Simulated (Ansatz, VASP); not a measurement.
## Al3GaN4: VASP beside Ansatz

```
CELL_PARAMETERS angstrom
5.03808 0.00000 0.00006
0.00000 3.12495 0.00000
-0.00329 0.00000 5.54565
ATOMIC_POSITIONS crystal
Al 0.50022 0.50000 0.16726
Al 0.00067 0.50000 0.83490
Al 0.00100 0.00000 0.33164
Ga 0.49949 0.00000 0.66620
N 0.11071 0.00000 0.66632
N 0.12268 0.50000 0.16713
N 0.62541 0.50000 0.84068
N 0.62341 0.00000 0.32586
```

Change from the starting cell: strain +0.000 along x and y, +0.025 along z, atoms carried along.

Alike in both runs: task single point; functional r2SCAN; k mesh 6 × 8 × 4; occupations gaussian, width 0.05 eV; no spin polarisation.

|  | VASP | Ansatz |
| --- | --- | --- |
| version | VASP 6.6.1 | Ansatz 0.2.0 |
| potentials or method | VASP PAW PBE potentials, release 64 (Al, Ga_d, N), cutoff 520 eV | scalar-relativistic, plane waves, PAW |
| valence electrons in the cell | 42 | 42 |

VASP gave:

| Quantity | Value |
| --- | --- |
| gap on the k mesh at the Fermi level (eV) | 3.91 |
| least direct gap on the mesh (eV) | 3.91 |
| pressure (GPa) | -4.9 |
| traceless stress, the component that is largest in VASP (GPa) | -5.79 |
| rms of the force components (eV/Å) | 0.133 |

Estimate Ansatz's values.

gap on the k mesh at the Fermi level (eV): 3.89; least direct gap on the mesh (eV): 3.89; pressure (GPa): -4.8; traceless stress, the component that is largest in VASP (GPa): -5.74; rms of the force components (eV/Å): 0.127.

VASP's potentials were made for PBE, not for r2SCAN. Atom by atom the forces differ by 0.028 eV/Å (rms over components). The functional is the same, so the differences come from potentials, cutoffs and numerics.
